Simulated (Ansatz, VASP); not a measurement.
Two plane-wave programs on BiBTe3

```
CELL_PARAMETERS angstrom
3.47091 0.00000 0.00000
0.00000 3.47091 0.00000
0.00000 0.00000 12.59115
ATOMIC_POSITIONS crystal
B 0.50000 0.50000 0.50000
Bi 0.00000 0.00000 0.50000
Te 0.00000 0.00000 0.76499
Te 0.00000 0.00000 0.23501
Te 0.00000 0.00000 0.00000
```

Alike in both runs: functional PBE; k mesh 6 × 6 × 2; occupations gaussian, width 0.1 eV; no spin polarisation.

Ansatz relaxed the structure, and its values are those at the end. VASP's run is a single point on that final structure, the one shown.

|  | VASP | Ansatz |
| --- | --- | --- |
| version | VASP 6.6.1 | Ansatz 0.2.0 |
| potentials or method | VASP PAW PBE potentials, release 64 (B, Bi_d, Te), cutoff 520 eV | scalar-relativistic, plane waves, PAW |
| valence electrons in the cell | 36 | 66 |

```csv
,VASP,Ansatz,Ansatz less VASP
gap on the k mesh at the Fermi level (eV),none,none,-
pressure (GPa),0.0,0.0,+0.01
rms of the force components (eV/Å),0.006,0.005,-0.0009
```

A gap of «none» marks a metal or a gap that the smearing closes. With one functional, cell and mesh, what is left measures potentials, basis and numerics. VASP's potentials hold 36 valence electrons a cell and Ansatz's 66, so a difference there can come from the potentials and not from the codes.

Neither program's run includes spin-orbit coupling.
